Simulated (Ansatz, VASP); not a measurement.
BN: VASP beside Ansatz

```xyz
4
Lattice="2.5121 0.0000 0.0000 -1.2561 2.1756 0.0000 0.0000 0.0000 8.4920" Properties=species:S:1:pos:R:3 pbc="T T T"
B     1.2561    0.7252    2.1230
B     0.0000    1.4504    6.3690
N     0.0000    1.4504    2.1230
N     1.2561    0.7252    6.3690
```

Alike in both runs: functional PBE; k mesh 12 × 12 × 4; no spin polarisation.

Ansatz relaxed the structure, and its values are those at the end. VASP's run is a single point on that final structure, the one shown.

|  | VASP | Ansatz |
| --- | --- | --- |
| version | VASP 6.6.1 | Ansatz 0.2.0 |
| potentials or method | VASP PAW PBE potentials, release 64 (B, N), cutoff 520 eV | scalar-relativistic, plane waves, PAW |
| occupations | gaussian, width 0.01 eV | fixed |
| valence electrons in the cell | 16 | 16 |

|  | VASP | Ansatz | Ansatz less VASP |
| --- | --- | --- | --- |
| gap on the k mesh at the Fermi level (eV) | 4.36 | 4.36 | +0.001 |
| least direct gap on the mesh (eV) | 4.66 | 4.66 | +0.003 |
| pressure (GPa) | 0.1 | 0.0 | -0.05 |
